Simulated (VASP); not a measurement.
# Al3Ni5 (Cmmm) in VASP: a series of runs

Al3Ni5 is run at these levels: PBEsol; tasks: single point.

Everything below comes from runs of VASP 6.6.1. Logs are shortened: lines on timing, memory, paths and dates and some standing lists are left out, and cuts for length are marked.

### 1 The cell of the first run

It takes space group Cmmm (No. 65, orthorhombic). The conventional cell has a = 6.587 Å, b = 7.162 Å, c = 3.720 Å, α = 90.00°, β = 90.00°, γ = 90.00°. Within 3.1 Å of Al (site symmetry mmm) lie 8 Ni at 2.37 to 2.43 Å and 4 Al at 2.73 Å. Al (site symmetry m2m) has 10 Ni at 2.41 to 2.49 Å and 5 Al at 2.73 to 3.32 Å within 3.4 Å. Within 3.3 Å of Ni (site symmetry mmm) lie 8 Ni at 2.43 to 2.60 Å and 6 Al at 2.44 to 3.29 Å. Ni (site symmetry 2/m) has 6 Al at 2.43 to 2.49 Å and 8 Ni at 2.43 to 3.29 Å within 3.3 Å. Ni (site symmetry 2mm) has 6 Al at 2.37 to 2.49 Å and 7 Ni at 2.59 to 2.95 Å within 3.1 Å.

### 2 Single point, PBEsol (strain -0.0300 x Voigt [0, 1, 0, 0, 0, 0])

INCAR reads:

```
SYSTEM = Al3Ni5
PREC = Accurate ; ENCUT = 520
EDIFF = 1E-6 ; ISMEAR = 0
SIGMA = 0.15 ; LREAL = .False.
LASPH = .True. ; NELM = 100
ALGO = Fast ; ISIF = 2
LWAVE = .False. ; LCHARG = .True.
GGA = PS ; LELF = .True.
LVHAR = .True. ; NBANDS = 40
```

KPOINTS reads:

```
Automatic mesh
0
Gamma
  8 8 10
  0 0 0
```

POSCAR reads:

```
Al3Ni5
1.0
    3.2933322760     -3.5811794692      0.0000000000
    3.2933322760      3.5811794692      0.0000000000
    0.0000000000      0.0000000000      3.7203545651
Al Ni
3 5
Direct
    0.5000000000      0.5000000000      0.0000000000
    0.7796888787      0.2203111213      0.5000000000
    0.2203111213      0.7796888787      0.5000000000
    0.0000000000      0.0000000000      0.0000000000
    0.0000000000      0.5000000000      0.0000000000
    0.5000000000      0.0000000000      0.0000000000
    0.2762373066      0.2762373066      0.5000000000
    0.7237626934      0.7237626934      0.5000000000
```

Potentials or basis: VASP PAW PBE potentials, release 64 (Al, Ni).

Run with:

```
$ cat potpaw_PBE.64/Al/POTCAR potpaw_PBE.64/Ni/POTCAR > POTCAR
$ mpirun -np 1 vasp_std > vasp.out
```

OUTCAR:

```text
SYSTEM = Al3Ni5
   PREC = Accurate
   ENCUT = 520
   EDIFF = 1E-6
   ISMEAR = 0
   LREAL = .False.
   LASPH = .True.
   NELM = 100
   ISIF = 2
   GGA = PS

 ion  position               nearest neighbor table
   1  0.500  0.500  0.000-   7 2.37   8 2.37   7 2.37   8 2.37   5 2.43   6 2.43   6 2.43   5 2.43
                             2 2.73   3 2.73   2 2.73   3 2.73
   2  0.780  0.220  0.500-   7 2.41   8 2.41   4 2.44   4 2.44   8 2.49   7 2.49   5 2.49   5 2.49
                             6 2.49   6 2.49   1 2.73   1 2.73   3 3.16   3 3.32   3 3.32
   3  0.220  0.780  0.500-   7 2.41   8 2.41   4 2.44   4 2.44   8 2.49   7 2.49   5 2.49   5 2.49
                             6 2.49   6 2.49   1 2.73   1 2.73   2 3.16   2 3.32   2 3.32
   4  0.000  0.000  0.000-   5 2.43   6 2.43   5 2.43   6 2.43   2 2.44   3 2.44   2 2.44   3 2.44
                             7 2.60   8 2.60   7 2.60   8 2.60
   5  0.000  0.500  0.000-   1 2.43   4 2.43   4 2.43   1 2.43   2 2.49   3 2.49   3 2.49   2 2.49
                             7 2.59   8 2.59   7 2.59   8 2.59
   6  0.500  0.000  0.000-   1 2.43   4 2.43   1 2.43   4 2.43   2 2.49   3 2.49   3 2.49   2 2.49
                             7 2.59   8 2.59   7 2.59   8 2.59
   7  0.276  0.276  0.500-   1 2.37   1 2.37   3 2.41   2 2.41   2 2.49   3 2.49   6 2.59   5 2.59
                             5 2.59   6 2.59   4 2.60   4 2.60   8 2.95
   8  0.724  0.724  0.500-   1 2.37   1 2.37   3 2.41   2 2.41   2 2.49   3 2.49   5 2.59   6 2.59
                             6 2.59   5 2.59   4 2.60   4 2.60   7 2.95

  LATTYP: Found a base centered orthorhombic cell.
 ALAT       =     6.5866645520
 B/A-ratio  =     1.0874030219
 C/A-ratio  =     0.5648313400

  Lattice vectors:

 A1 = (   3.2933322760,  -3.5811794692,   0.0000000000)
 A2 = (   3.2933322760,   3.5811794692,   0.0000000000)
 A3 = (   0.0000000000,   0.0000000000,   3.7203545651)

Analysis of symmetry for initial positions (statically):
=====================================================================
 Subroutine PRICEL returns:
 Original cell was already a primitive cell.

 Routine SETGRP: Setting up the symmetry group for a
 base centered orthorhombic supercell.

 Subroutine GETGRP returns: Found  8 space group operations
 (whereof  8 operations were pure point group operations)
 out of a pool of  8 trial point group operations.

The static configuration has the point symmetry D_2h.

Analysis of symmetry for dynamics (positions and initial velocities):
=====================================================================
 Subroutine PRICEL returns:
 Original cell was already a primitive cell.

 Routine SETGRP: Setting up the symmetry group for a
 base centered orthorhombic supercell.

 Subroutine GETGRP returns: Found  8 space group operations
 (whereof  8 operations were pure point group operations)
 out of a pool of  8 trial point group operations.

The dynamic configuration has the point symmetry D_2h.

 Subroutine INISYM returns: Found  8 space group operations
 (whereof  8 operations are pure point group operations),
 and found     1 'primitive' translations

----------------------------------------------------------------------------------------

                                     Primitive cell

  volume of cell :      87.7558

  direct lattice vectors                    reciprocal lattice vectors
     3.293332276 -3.581179469  0.000000000     0.151821911 -0.139618806  0.000000000
     3.293332276  3.581179469  0.000000000     0.151821911  0.139618806  0.000000000
     0.000000000  0.000000000  3.720354565     0.000000000  0.000000000  0.268791585

  length of vectors
     4.865273258  4.865273258  3.720354565     0.206260281  0.206260281  0.268791585

  position of ions in fractional coordinates (direct lattice)
     0.500000000  0.500000000  0.000000000
     0.779688879  0.220311121  0.500000000
     0.220311121  0.779688879  0.500000000
     0.000000000  0.000000000  0.000000000
     0.000000000  0.500000000  0.000000000
     0.500000000  0.000000000  0.000000000
     0.276237307  0.276237307  0.500000000
     0.723762693  0.723762693  0.500000000

  ion indices of the primitive-cell ions
   primitive index   ion index
                 1           1
                 2           2
                 3           3
                 4           4
                 5           5
                 6           6
                 7           7
                 8           8

----------------------------------------------------------------------------------------

 KPOINTS: Automatic mesh

Automatic generation of k-mesh.
 Grid dimensions read from file:
 generate k-points for:    8    8   10

 Generating k-lattice:

  Cartesian coordinates                     Fractional coordinates (reciprocal lattice)
     0.018977739 -0.017452351  0.000000000     0.125000000  0.000000000  0.000000000
     0.018977739  0.017452351  0.000000000     0.000000000  0.125000000  0.000000000
     0.000000000  0.000000000  0.026879158     0.000000000  0.000000000  0.100000000

  Length of vectors
     0.025782535  0.025782535  0.026879158

  Shift w.r.t. Gamma in fractional coordinates (k-lattice)
     0.000000000  0.000000000  0.000000000

 Subroutine IBZKPT returns following result:
 ===========================================

 Found    126 irreducible k-points:

 Following reciprocal coordinates:
            Coordinates               Weight
  0.000000  0.000000  0.000000      1.000000
  0.125000  0.000000  0.000000      4.000000
  0.250000  0.000000  0.000000      4.000000
  0.375000  0.000000  0.000000      4.000000
  0.500000  0.000000  0.000000      2.000000
  0.125000  0.125000  0.000000      2.000000
[... 16 lines left out ...]
  0.125000  0.000000  0.100000      8.000000
  0.250000  0.000000  0.100000      8.000000
 [... further k-points ...]
   k-points           NKPTS =    126   k-points in BZ     NKDIM =    126   number of bands    NBANDS=     40
   number of dos      NEDOS =    301   number of ions     NIONS =      8
   total plane-waves  NPLWV =  36288
   dimension x,y,z NGX =    36 NGY =   36 NGZ =   28
   dimension x,y,z NGXF=    72 NGYF=   72 NGZF=   56
   ions per type =               3   5
   NGX,Y,Z   is equivalent  to a cutoff of  12.30, 12.30, 12.51 a.u.
   NGXF,Y,Z  is equivalent  to a cutoff of  24.60, 24.60, 25.02 a.u.
 SYSTEM =  Al3Ni5
   PREC   = accura    normal or accurate (medium, high low for compatibility)
   ISTART =      0    job   : 0-new  1-cont  2-samecut
   ICHARG =      2    charge: 1-file 2-atom 10-const
   ISPIN  =      1    spin polarized calculation?
   LNONCOLLINEAR =      F non collinear calculations
   LSORBIT =      F    spin-orbit coupling
   LASPH  =      T    aspherical Exc in radial PAW
   ENCUT  =  520.0 eV  38.22 Ry    6.18 a.u.   9.05  9.05  6.92*2*pi/ulx,y,z
   NELM   =    100;   NELMIN=  2; NELMDL= -5     # of ELM steps
   EDIFF  = 0.1E-05   stopping-criterion for ELM
   LREAL  =      F    real-space projection
   EDIFFG = 0.1E-04   stopping-criterion for IOM
   NSW    =      0    number of steps for IOM
   IBRION =     -1    ionic relax: 0-MD 1-quasi-New 2-CG
   NFREE  =      0    steps in history (QN), initial steepest desc. (CG)
   ISIF   =      2    stress and relaxation
   ISYM   =      2    0-nonsym 1-usesym 2-fastsym
   POTIM  = 0.5000    time-step for ionic-motion
   TEBEG  =    0.0;   TEEND  =   0.0 temperature during run
   PSTRESS=    0.0 pullay stress
   NELECT =      59.0000    total number of electrons
   NUPDOWN=      -1.0000    fix difference up-down
   EMIN   =  10.00;   EMAX   =-10.00  energy-range for DOS
   EFERMI =   0.00;   METHOD = LEGACY
   ISMEAR =     0;   SIGMA  =   0.15  broadening in eV -4-tet -1-fermi 0-gaus
   EFERMI_NEDOS =   21; number of points for ismear=-14 and -15
   IALGO  =     68    algorithm
   IMIX   =      4    mixing-type and parameters
     AMIX     =   0.40;   BMIX     =  1.00
     AMIX_MAG =   1.60;   BMIX_MAG =  1.00
  volume/ion in A,a.u.               =      10.97        74.03
  Fermi-wavevector in a.u.,A,eV,Ry     =   1.434169  2.710185 27.984998  2.056839
  Thomas-Fermi vector in A             =   2.553607
   LORBIT       =      0    0 simple, 1 ext, 2 COOP (PROOUT), +10 PAW based schemes
   GGA     = PS    functional components
   LHFCALC =     F    Hartree Fock is set to
   AEXX    =    0.0000 exact exchange contribution
   IVDW    =     0    specifies the selected vdW correction
   LEPSILON=     F    determine dielectric tensor
   LRPA    =     F    only Hartree local field effects (RPA)
 non-spin polarized calculation
 RMM-DIIS sequential band-by-band and
 Gauss-broadening in eV      SIGMA  =   0.15
  energy-cutoff  :      520.00
  volume of cell :       87.76
 maximum number of plane-waves:      2396
   NGX = 19   NGY = 19   NGZ = 13

 number of electron      58.9999915 magnetization

 Free energy of the ion-electron system (eV)
  ---------------------------------------------------
  ext. energy  EPLUGINS =         0.00000000
  ---------------------------------------------------
  free energy    TOTEN  =       -47.55463476 eV

  energy without entropy =      -47.51710255  energy(sigma->0) =      -47.53586865

 E-fermi :  10.4967     XC(G=0): -12.7847

 val. band max:       10.4922377994   @ k =   0.1250   0.0000   0.1000
 cond. band min:      10.4970952242   @ k =  -0.3750   0.1250   0.3000
 fundamental gap:      0.0048574248
 Fermi energy:        10.4967073565

 k-point     1 :       0.0000    0.0000    0.0000
  band No.  band energies     occupation
      1      -0.6179      2.00000
      2       4.2602      2.00000
      3       4.3943      2.00000
      4       5.3397      2.00000
      5       5.8870      2.00000
      6       6.1020      2.00000
[... 32 lines left out ...]
     39      17.4782      0.00000
     40      17.5541      0.00000

 k-point     2 :       0.1250    0.0000    0.0000
  band No.  band energies     occupation
      1      -0.5165      2.00000
      2       3.6850      2.00000
      3       4.6235      2.00000
      4       5.3305      2.00000
      5       5.8442      2.00000
      6       6.3234      2.00000
[... 939 lines left out ...]
  band No.  band energies     occupation
      1      -0.1071      2.00000
      2       2.8606      2.00000
      3       4.8827      2.00000
      4       5.4396      2.00000
      5       5.9276      2.00000
      6       6.3708      2.00000
[... 32 lines left out ...]
     39      17.7133      0.00000
     40      18.2086      0.00000

 [... further k-points ...]

------------------------ aborting loop because EDIFF is reached ----------------------------------------

  FORCE on cell =-STRESS in cart. coord.  units (eV):
  Direction    XX          YY          ZZ          XY          YZ          ZX
  --------------------------------------------------------------------------------------
  -------------------------------------------------------------------------------------
  Total        3.0794838      4.8872626      2.3040779     -0.0000000      0.0000000      0.0000000
  in kB       56.2228100     89.2278221     42.0660540     -0.0000000      0.0000000      0.0000000
  external PRESSURE =      62.5055621 kB  Pullay stress =       0.0000000 kB

 VOLUME and BASIS-vectors are now :
 -----------------------------------------------------------------------------
  energy-cutoff  :      520.00
  volume of cell :       87.76
      direct lattice vectors                 reciprocal lattice vectors
     3.293332276 -3.581179469  0.000000000     0.151821911 -0.139618806  0.000000000
     3.293332276  3.581179469  0.000000000     0.151821911  0.139618806  0.000000000
     0.000000000  0.000000000  3.720354565     0.000000000  0.000000000  0.268791585

 POSITION                                       TOTAL-FORCE (eV/Angst)
 -----------------------------------------------------------------------------------
      3.29333      0.00000      0.00000        -0.000000      0.000000      0.000000
      3.29333     -2.00323      1.86018        -0.000000     -0.036690      0.000000
      3.29333      2.00323      1.86018        -0.000000      0.036690     -0.000000
      0.00000      0.00000      0.00000        -0.000000      0.000000      0.000000
      1.64667      1.79059      0.00000        -0.000000      0.000000      0.000000
      1.64667     -1.79059      0.00000        -0.000000      0.000000      0.000000
      1.81948      0.00000      1.86018         0.051232      0.000000      0.000000
      4.76718      0.00000      1.86018        -0.051232      0.000000      0.000000
 -----------------------------------------------------------------------------------
    total drift:                                0.000000     -0.000000      0.000000

  FREE ENERGIE OF THE ION-ELECTRON SYSTEM (eV)
  ---------------------------------------------------
  free  energy   TOTEN  =       -47.5546347635 eV

  energy  without entropy=      -47.5171025461  energy(sigma->0) =      -47.53586865
```

Run time: 3.1 min. Hardware: 1 thread of Intel Xeon 6975P-C (Granite Rapids), shared host; peak memory 0.42 GiB.

Results:

```
Free energy            : -47.5546 eV
Pressure               : 6.3 GPa
Largest force          : 0.051 eV/Å
Band gap on the k mesh : zero (an odd number of electrons rules out a gap without spin polarisation)
```

Forces on the atoms (eV/Å):
```
Al   0.000  0.000  0.000
Al   0.000 -0.037  0.000
Al   0.000  0.037  0.000
Ni   0.000  0.000  0.000
Ni   0.000  0.000  0.000
Ni   0.000  0.000  0.000
Ni   0.051  0.000  0.000
Ni  -0.051  0.000  0.000
```

Levels at points of the mesh, in eV from the Fermi level:
```tsv
k point	band 25	band 26	band 27	band 28	band 29	band 30	band 31	band 32	band 33	band 34
(0.00, 0.00, 0.00)	-1.21	-1.10	-0.84	-0.78	-0.53	-0.32	0.11	0.54	1.77	4.23
(0.50, 0.00, 0.00)	-1.10	-1.02	-0.94	-0.77	-0.36	-0.31	1.18	1.92	2.17	3.59
(0.50, 0.50, 0.00)	-1.31	-1.20	-1.18	-1.04	-0.54	3.13	3.37	3.57	3.66	3.82
(0.00, 0.00, 0.50)	-1.69	-1.51	-1.21	-1.13	-0.74	-0.73	-0.30	2.25	2.55	2.92
(0.50, 0.00, 0.50)	-1.54	-1.28	-1.15	-1.11	-0.56	0.74	1.02	1.04	1.07	2.78
(0.50, 0.50, 0.50)	-1.42	-1.38	-1.35	-1.31	-1.10	-0.21	-0.15	0.16	0.21	6.78
```

Caveat: the cell differs from its parent crystal (strain -0.0300 x Voigt [0, 1, 0, 0, 0, 0]); the cell stands under pressure; the PAW data sets were made with another functional, which shifts forces and pressure a little.

### 3 Single point, PBEsol (strain -0.0150 x Voigt [0, 1, 0, 0, 0, 0])

INCAR reads:

```
SYSTEM = Al3Ni5
ALGO = Fast
EDIFF = 1E-7
ENCUT = 520
GGA = PS
ISIF = 2
ISMEAR = 0
LASPH = .True.
LCHARG = .True.
LELF = .True.
LREAL = .False.
LVHAR = .True.
LWAVE = .False.
NBANDS = 40
NELM = 60
PREC = Accurate
SIGMA = 0.15
```

KPOINTS reads:

```
k-points
0
Gamma
  8 8 10
  0 0 0
```

Changes to POSCAR since step 2:

```diff
@@ -2,4 +2,4 @@
 1.0
-    3.2933322760     -3.5811794692      0.0000000000
-    3.2933322760      3.5811794692      0.0000000000
+    3.2933322760     -3.6365585331      0.0000000000
+    3.2933322760      3.6365585331      0.0000000000
     0.0000000000      0.0000000000      3.7203545651
```

Potentials or basis: VASP PAW PBE potentials, release 64 (Al, Ni).

Run with:

```
$ cat potpaw_PBE.64/Al/POTCAR potpaw_PBE.64/Ni/POTCAR > POTCAR
$ mpirun -np 1 vasp_std > vasp.out
```

Wall time 3.3 min (1 thread of Intel Xeon 6975P-C (Granite Rapids), shared host); peak memory 0.42 GiB.

Results (log left out):

- Free energy: -47.6113 eV
- Pressure: 3.1 GPa
- Largest force: 0.024 eV/Å
- Band gap on the k mesh: zero (an odd number of electrons rules out a gap without spin polarisation)

Forces in eV/Å, atoms in the order of the input:
```
Al   0.000  0.000  0.000
Al   0.000 -0.019  0.000
Al   0.000  0.019  0.000
Ni   0.000  0.000  0.000
Ni   0.000  0.000  0.000
Ni   0.000  0.000  0.000
Ni   0.024  0.000  0.000
Ni  -0.024  0.000  0.000
```

Stress tensor (GPa, compression positive):
```
2.68 0.00 0.00
0.00 4.51 0.00
0.00 0.00 2.20
```

Levels at points of the mesh, in eV from the Fermi level:
```csv
k point,band 26,band 27,band 28,band 29,band 30,band 31,band 32,band 33
"(0.00, 0.00, 0.00)",-1.08,-0.85,-0.75,-0.54,-0.51,0.10,0.50,1.88
"(0.50, 0.00, 0.00)",-1.01,-0.97,-0.76,-0.33,-0.29,1.16,1.96,2.20
"(0.50, 0.50, 0.00)",-1.16,-1.13,-1.04,-0.54,3.13,3.34,3.67,3.69
"(0.00, 0.00, 0.50)",-1.47,-1.21,-1.12,-0.73,-0.72,-0.32,2.20,2.51
"(0.50, 0.00, 0.50)",-1.26,-1.15,-1.10,-0.56,0.71,1.00,1.03,1.03
"(0.50, 0.50, 0.50)",-1.36,-1.30,-1.28,-1.08,-0.18,-0.14,0.13,0.17
```

Caveat: the cell differs from its parent crystal (strain -0.0150 x Voigt [0, 1, 0, 0, 0, 0]); the cell stands under pressure; the PAW data sets were made with another functional, which shifts forces and pressure a little. Spin polarisation is off, so any magnetic state and its effect on volume and gap are missing.

(Part 1 of 2 ends here.)
